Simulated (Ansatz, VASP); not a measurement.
Given: the input of a run of VASP 6.6.1 on La2O3.

File INCAR:

```
PREC = Accurate
ENCUT = 520
EDIFF = 1E-6
ISMEAR = -1
SIGMA = 0.05
LREAL = F
LASPH = T
NELM = 100
ALGO = Normal
ISIF = 2
LWAVE = F
LCHARG = F
NBANDS = 28
```

KPOINTS

```
Automatic mesh
0
Gamma
  5 5 8
```

File POSCAR:

```
La2O3
1.0
    6.2247200819      0.0000000000      0.0000000000
   -3.1123600409      5.3907657224      0.0000000000
    0.0000000000      0.0000000000      3.2776192522
La O
2 3
Direct
    0.6666666667      0.3333333333      0.5000000000
    0.3333333333      0.6666666667      0.5000000000
    0.5080139900      0.0000000000      0.0000000000
    0.0000000000      0.5080139900      0.0000000000
    0.4919860100      0.4919860100      0.0000000000
```

Potentials or basis: VASP PAW LDA potentials, release 64 (La, O).

Command:

```console
$ cat potpaw_LDA.64/La/POTCAR potpaw_LDA.64/O/POTCAR > POTCAR
$ mpirun -np 1 vasp_std > vasp.out
```

Task: Translate it to Ansatz 0.2.0. Potentials there: all-electron LAPW, scalar-relativistic.

Result: As run (the cutoff follows the program's own potentials):

File input.yaml:

```yaml
crystal:
  lattice:
    - [6.2247200819, 0.0, 0.0]
    - [-3.1123600409, 5.3907657224, 0.0]
    - [0.0, 0.0, 3.2776192522]
  atoms:
    - { symbol: La, position: [0.6666666667, 0.3333333333, 0.5] }
    - { symbol: La, position: [0.3333333333, 0.6666666667, 0.5] }
    - { symbol: O, position: [0.50801399, 0.0, 0.0] }
    - { symbol: O, position: [0.0, 0.50801399, 0.0] }
    - { symbol: O, position: [0.49198601, 0.49198601, 0.0] }
kpoints:
  mp_grid: { grid: [5, 5, 8] }
scf:
  occupations: { method: fermi_dirac, width: 0.05 }
hamiltonian:
  xc: lda
  pseudopotentials: { kind: all_electron, lapw: { basis_error: 0.002 } }
output:
  forces: true
  stress: true
  eigenvalues: true
```

Potentials or basis: all-electron LAPW, scalar-relativistic.

Run with:

```console
$ ansatz run input.yaml --threads 4 --pin off --max-ram 14336MiB --backend cpu --events-out ev --progress --plain --runs-dir out
```

Both were run:

|  | VASP | Ansatz | Ansatz less VASP |
| --- | --- | --- | --- |
| gap on the k mesh at the Fermi level (eV) | 1.27 | 1.27 | +0.003 |
| least direct gap on the mesh (eV) | 1.86 | 1.86 | +0.004 |
| pressure (GPa) | -1.3 | -1.2 | +0.06 |
| traceless stress, the component that is largest in VASP (GPa) | -2.42 | -2.44 | -0.025 |
| rms of the force components (eV/Å) | 0.028 | 0.028 | -0.0002 |

LDA's correlation is that of Perdew and Zunger in VASP and of Perdew and Wang (1992) in Ansatz. Atom by atom the forces differ by 0.000 eV/Å (rms over components). Ansatz ran all-electron here, and VASP with PAW potentials.

Spin-orbit coupling is off throughout.
